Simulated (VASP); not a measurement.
# AlRu (I4/mmm) in VASP: single point with PBE

Aim: the single point of AlRu with PBE.

Program: VASP 6.6.1. These are calculated values, not measurements. Logs are shortened: lines on timing, memory, paths and dates and some standing lists are left out, and cuts for length are marked.

### 1 The cell of the first run

The structure is tetragonal, space group I4/mmm (No. 139). Conventional cell: a = 4.248 Å, b = 4.248 Å, c = 6.008 Å, α = 90.00°, β = 90.00°, γ = 90.00°. Al (site symmetry 4mm) has 8 Ru at 2.55 to 2.66 Å and 6 Al at 2.80 to 3.20 Å within 3.4 Å. Ru (site symmetry mmm) has 8 Al at 2.55 to 2.66 Å and 6 Ru at 3.00 Å within 3.4 Å.

### 2 Single point, PBE (atoms displaced along a vibrational mode)

Contents of INCAR:

```
  PREC = Accurate
  ENCUT = 520
  EDIFF = 1E-7
  ISMEAR = 0
  SIGMA = 0.15
  LREAL = F
  LASPH = T
  NELM = 60
  ALGO = Fast
  ISIF = 2
  LWAVE = F
  LCHARG = F
  GGA = PE
  NBANDS = 25
```

Contents of KPOINTS:

```
regular mesh
0
Gamma
  18 18 18
```

Contents of POSCAR:

```
AlRu
1.0
   -3.0040847246      0.0000000000     -3.0040847246
    0.0000000000     -3.0040847246     -3.0040847246
   -3.0040847246     -3.0040847246      0.0000000000
Al Ru
2 2
Direct
    0.5166440046      0.4833559954      0.4833559954
   -0.0166440046      0.0166440046      0.0166440046
    0.2500000000      0.2500000000      0.2500000000
    0.7500000000      0.7500000000      0.7500000000
```

Potentials or basis: VASP PAW PBE potentials, release 64 (Al, Ru_pv).

Launch:

```console
$ cat potpaw_PBE.64/Al/POTCAR potpaw_PBE.64/Ru_pv/POTCAR > POTCAR
$ mpirun -np 1 vasp_std > vasp.out
```

OUTCAR:

```text
PREC = Accurate
   ENCUT = 520
   EDIFF = 1E-7
   ISMEAR = 0
   LREAL = F
   LASPH = T
   NELM = 60
   ISIF = 2
   GGA = PE

 ion  position               nearest neighbor table
   1  0.517  0.483  0.483-   3 2.55   3 2.55   4 2.55   4 2.55   4 2.66   3 2.66   3 2.66   4 2.66
                             2 2.80   2 3.01   2 3.01   2 3.01   2 3.01   2 3.20
   2  0.983  0.017  0.017-   3 2.55   4 2.55   3 2.55   4 2.55   4 2.66   3 2.66   3 2.66   4 2.66
                             1 2.80   1 3.01   1 3.01   1 3.01   1 3.01   1 3.20
   3  0.250  0.250  0.250-   2 2.55   1 2.55   2 2.55   1 2.55   2 2.66   1 2.66   1 2.66   2 2.66
                             4 3.00   4 3.00   4 3.00   4 3.00   4 3.00   4 3.00
   4  0.750  0.750  0.750-   1 2.55   1 2.55   2 2.55   2 2.55   2 2.66   1 2.66   1 2.66   2 2.66
                             3 3.00   3 3.00   3 3.00   3 3.00   3 3.00   3 3.00

  LATTYP: Found a face centered cubic cell.
 ALAT       =     6.0081694492

  Lattice vectors:

 A1 = (  -3.0040847246,   0.0000000000,  -3.0040847246)
 A2 = (   0.0000000000,  -3.0040847246,  -3.0040847246)
 A3 = (  -3.0040847246,  -3.0040847246,   0.0000000000)

Analysis of symmetry for initial positions (statically):
=====================================================================
 Subroutine PRICEL returns:
 Original cell was already a primitive cell.

 Routine SETGRP: Setting up the symmetry group for a
 face centered cubic supercell.

 Subroutine GETGRP returns: Found 16 space group operations
 (whereof  8 operations were pure point group operations)
 out of a pool of 48 trial point group operations.

The static configuration has the point symmetry C_4v.
 The point group associated with its full space group is D_4h.

Analysis of symmetry for dynamics (positions and initial velocities):
=====================================================================
 Subroutine PRICEL returns:
 Original cell was already a primitive cell.

 Routine SETGRP: Setting up the symmetry group for a
 face centered cubic supercell.

 Subroutine GETGRP returns: Found 16 space group operations
 (whereof  8 operations were pure point group operations)
 out of a pool of 48 trial point group operations.

The dynamic configuration has the point symmetry C_4v.
 The point group associated with its full space group is D_4h.

 Subroutine INISYM returns: Found 16 space group operations
 (whereof  8 operations are pure point group operations),
 and found     1 'primitive' translations

----------------------------------------------------------------------------------------

                                     Primitive cell

  volume of cell :      54.2209

  direct lattice vectors                    reciprocal lattice vectors
    -3.004084725  0.000000000 -3.004084725    -0.166440046  0.166440046 -0.166440046
     0.000000000 -3.004084725 -3.004084725     0.166440046 -0.166440046 -0.166440046
    -3.004084725 -3.004084725  0.000000000    -0.166440046 -0.166440046  0.166440046

  length of vectors
     4.248417360  4.248417360  4.248417360     0.288282616  0.288282616  0.288282616

  position of ions in fractional coordinates (direct lattice)
     0.516644005  0.483355995  0.483355995
     0.983355995  0.016644005  0.016644005
     0.250000000  0.250000000  0.250000000
     0.750000000  0.750000000  0.750000000

  ion indices of the primitive-cell ions
   primitive index   ion index
                 1           1
                 2           2
                 3           3
                 4           4

----------------------------------------------------------------------------------------

 KPOINTS: regular mesh

Automatic generation of k-mesh.
 Grid dimensions read from file:
 generate k-points for:   18   18   18

 Generating k-lattice:

  Cartesian coordinates                     Fractional coordinates (reciprocal lattice)
    -0.009246669  0.009246669 -0.009246669     0.055555556  0.000000000  0.000000000
     0.009246669 -0.009246669 -0.009246669     0.000000000  0.055555556  0.000000000
    -0.009246669 -0.009246669  0.009246669     0.000000000  0.000000000  0.055555556

  Length of vectors
     0.016015701  0.016015701  0.016015701

  Shift w.r.t. Gamma in fractional coordinates (k-lattice)
     0.000000000  0.000000000  0.000000000

 Subroutine IBZKPT returns following result:
 ===========================================

 Found    480 irreducible k-points:

 Following reciprocal coordinates:
            Coordinates               Weight
  0.000000  0.000000  0.000000      1.000000
  0.055556  0.000000  0.000000      8.000000
  0.111111  0.000000  0.000000      8.000000
  0.166667  0.000000  0.000000      8.000000
  0.222222  0.000000  0.000000      8.000000
  0.277778  0.000000  0.000000      8.000000
[... 16 lines left out ...]
  0.388889  0.055556  0.000000     16.000000
  0.000000  0.388889  0.055556      8.000000
 [... further k-points ...]
   k-points           NKPTS =    480   k-points in BZ     NKDIM =    480   number of bands    NBANDS=     25
   number of dos      NEDOS =    301   number of ions     NIONS =      4
   total plane-waves  NPLWV =  32768
   dimension x,y,z NGX =    32 NGY =   32 NGZ =   32
   dimension x,y,z NGXF=    64 NGYF=   64 NGZF=   64
   ions per type =               2   2
   NGX,Y,Z   is equivalent  to a cutoff of  12.52, 12.52, 12.52 a.u.
   NGXF,Y,Z  is equivalent  to a cutoff of  25.04, 25.04, 25.04 a.u.
 SYSTEM =  unknown system
   PREC   = accura    normal or accurate (medium, high low for compatibility)
   ISTART =      0    job   : 0-new  1-cont  2-samecut
   ICHARG =      2    charge: 1-file 2-atom 10-const
   ISPIN  =      1    spin polarized calculation?
   LNONCOLLINEAR =      F non collinear calculations
   LSORBIT =      F    spin-orbit coupling
   LASPH  =      T    aspherical Exc in radial PAW
   ENCUT  =  520.0 eV  38.22 Ry    6.18 a.u.   7.90  7.90  7.90*2*pi/ulx,y,z
   NELM   =     60;   NELMIN=  2; NELMDL= -5     # of ELM steps
   EDIFF  = 0.1E-06   stopping-criterion for ELM
   LREAL  =      F    real-space projection
   EDIFFG = 0.1E-05   stopping-criterion for IOM
   NSW    =      0    number of steps for IOM
   IBRION =     -1    ionic relax: 0-MD 1-quasi-New 2-CG
   NFREE  =      0    steps in history (QN), initial steepest desc. (CG)
   ISIF   =      2    stress and relaxation
   ISYM   =      2    0-nonsym 1-usesym 2-fastsym
   POTIM  = 0.5000    time-step for ionic-motion
   TEBEG  =    0.0;   TEEND  =   0.0 temperature during run
   PSTRESS=    0.0 pullay stress
   NELECT =      34.0000    total number of electrons
   NUPDOWN=      -1.0000    fix difference up-down
   EMIN   =  10.00;   EMAX   =-10.00  energy-range for DOS
   EFERMI =   0.00;   METHOD = LEGACY
   ISMEAR =     0;   SIGMA  =   0.15  broadening in eV -4-tet -1-fermi 0-gaus
   EFERMI_NEDOS =   21; number of points for ismear=-14 and -15
   IALGO  =     68    algorithm
   IMIX   =      4    mixing-type and parameters
     AMIX     =   0.40;   BMIX     =  1.00
     AMIX_MAG =   1.60;   BMIX_MAG =  1.00
  volume/ion in A,a.u.               =      13.56        91.48
  Fermi-wavevector in a.u.,A,eV,Ry     =   1.401239  2.647958 26.714651  1.963471
  Thomas-Fermi vector in A             =   2.524120
   LORBIT       =      0    0 simple, 1 ext, 2 COOP (PROOUT), +10 PAW based schemes
   GGA     = PE    functional components
   LHFCALC =     F    Hartree Fock is set to
   AEXX    =    0.0000 exact exchange contribution
   IVDW    =     0    specifies the selected vdW correction
   LEPSILON=     F    determine dielectric tensor
   LRPA    =     F    only Hartree local field effects (RPA)
 non-spin polarized calculation
 RMM-DIIS sequential band-by-band and
 Gauss-broadening in eV      SIGMA  =   0.15
  energy-cutoff  :      520.00
  volume of cell :       54.22
 maximum number of plane-waves:      1476
   NGX = 15   NGY = 15   NGZ = 15

 number of electron      34.0000012 magnetization

 Free energy of the ion-electron system (eV)
  ---------------------------------------------------
  ext. energy  EPLUGINS =         0.00000000
  ---------------------------------------------------
  free energy    TOTEN  =       -28.42597046 eV

  energy without entropy =      -28.38890581  energy(sigma->0) =      -28.40743813

 E-fermi :  10.5371     XC(G=0): -12.4985

 val. band max:       10.5361124236   @ k =   0.0000   0.1111   0.0556
 cond. band min:      10.5386322801   @ k =   0.1667   0.0556   0.4444
 fundamental gap:      0.0025198564
 Fermi energy:        10.5370813489

 k-point     1 :       0.0000    0.0000    0.0000
  band No.  band energies     occupation
      1     -31.3893      2.00000
      2     -31.3893      2.00000
      3     -31.3811      2.00000
      4     -31.2289      2.00000
      5     -31.2261      2.00000
      6     -31.2261      2.00000
[... 17 lines left out ...]
     24      16.6592      0.00000
     25      18.9238      0.00000

 k-point     2 :       0.0556    0.0000    0.0000
  band No.  band energies     occupation
      1     -31.3883      2.00000
      2     -31.3882      2.00000
      3     -31.3800      2.00000
      4     -31.2302      2.00000
      5     -31.2274      2.00000
      6     -31.2272      2.00000
[... 17 lines left out ...]
     24      16.6368      0.00000
     25      18.9431      0.00000

 k-point     3 :       0.1111    0.0000    0.0000
  band No.  band energies     occupation
      1     -31.3855      2.00000
      2     -31.3851      2.00000
      3     -31.3768      2.00000
      4     -31.2340      2.00000
      5     -31.2311      2.00000
      6     -31.2306      2.00000
[... 552 lines left out ...]
 k-point    23 :       0.3889    0.0556    0.0000
  band No.  band energies     occupation
      1     -31.3658      2.00000
      2     -31.3489      2.00000
      3     -31.3306      2.00000
      4     -31.2907      2.00000
      5     -31.2666      2.00000
      6     -31.2557      2.00000
[... 17 lines left out ...]
     24      16.9932      0.00000
     25      20.0589      0.00000

 k-point    24 :       0.0000    0.3889    0.0556
  band No.  band energies     occupation
      1     -31.3623      2.00000
      2     -31.3594      2.00000
      3     -31.3146      2.00000
      4     -31.3018      2.00000
      5     -31.2613      2.00000
      6     -31.2587      2.00000
[... 17 lines left out ...]
     24      16.9952      0.00000
     25      20.0933      0.00000

 [... further k-points ...]

------------------------ aborting loop because EDIFF is reached ----------------------------------------

  FORCE on cell =-STRESS in cart. coord.  units (eV):
  Direction    XX          YY          ZZ          XY          YZ          ZX
  --------------------------------------------------------------------------------------
  -------------------------------------------------------------------------------------
  Total        0.2590254      0.3492790      0.2590254     -0.0000000      0.0000000     -0.0000000
  in kB        7.6539650     10.3208740      7.6539650     -0.0000000      0.0000000     -0.0000000
  external PRESSURE =       8.5429347 kB  Pullay stress =       0.0000000 kB

 VOLUME and BASIS-vectors are now :
 -----------------------------------------------------------------------------
  energy-cutoff  :      520.00
  volume of cell :       54.22
      direct lattice vectors                 reciprocal lattice vectors
    -3.004084725  0.000000000 -3.004084725    -0.166440046  0.166440046 -0.166440046
     0.000000000 -3.004084725 -3.004084725     0.166440046 -0.166440046 -0.166440046
    -3.004084725 -3.004084725  0.000000000    -0.166440046 -0.166440046  0.166440046

 POSITION                                       TOTAL-FORCE (eV/Angst)
 -----------------------------------------------------------------------------------
     -3.00408     -2.90408     -3.00408         0.000000     -1.119488     -0.000000
     -3.00408     -0.10000     -3.00408         0.000000      1.119488     -0.000000
     -1.50204     -1.50204     -1.50204         0.000000      0.000000     -0.000000
     -4.50613     -4.50613     -4.50613        -0.000000      0.000000      0.000000
 -----------------------------------------------------------------------------------
    total drift:                               -0.000000      0.000000     -0.000000

  FREE ENERGIE OF THE ION-ELECTRON SYSTEM (eV)
  ---------------------------------------------------
  free  energy   TOTEN  =       -28.4259704621 eV

  energy  without entropy=      -28.3889058067  energy(sigma->0) =      -28.40743813
```

Run time: 3.7 min. Hardware: 1 thread of Intel Xeon 6975P-C (Granite Rapids), shared host; peak memory 0.6 GiB.

Results:

| Item | Value |
| --- | --- |
| Free energy | -28.4260 eV |
| Pressure | 0.9 GPa |
| Largest force | 1.119 eV/Å |
| Band gap on the k mesh | zero (bands 17 and 18 overlap by 2.66 eV) |

Forces in eV/Å, atoms in the order of the input:
```
Al   0.000 -1.119  0.000
Al   0.000  1.119  0.000
Ru   0.000  0.000  0.000
Ru   0.000  0.000  0.000
```

Stress tensor (GPa, compression positive):
```
0.77 0.00 0.00
0.00 1.03 0.00
0.00 0.00 0.77
```

Levels at points of the mesh, in eV from the Fermi level:
```
           k point  band 15  band 16  band 17  band 18  band 19  band 20
(0.00, 0.00, 0.00)     0.17     1.59     1.59     2.50     3.99     3.99
(0.50, 0.00, 0.00)    -1.29    -1.23    -1.23    -1.06     5.10     5.15
(0.50, 0.50, 0.00)    -1.33    -1.15    -1.15     0.42     1.50     2.24
(0.00, 0.50, 0.50)    -1.35    -1.11    -1.11     0.39     1.50     2.25
```

Caveat: the cell differs from its parent crystal (atoms displaced along a vibrational mode); forces of over 1 eV/Å act on the atoms, so gaps and moduli don't describe the material at rest.
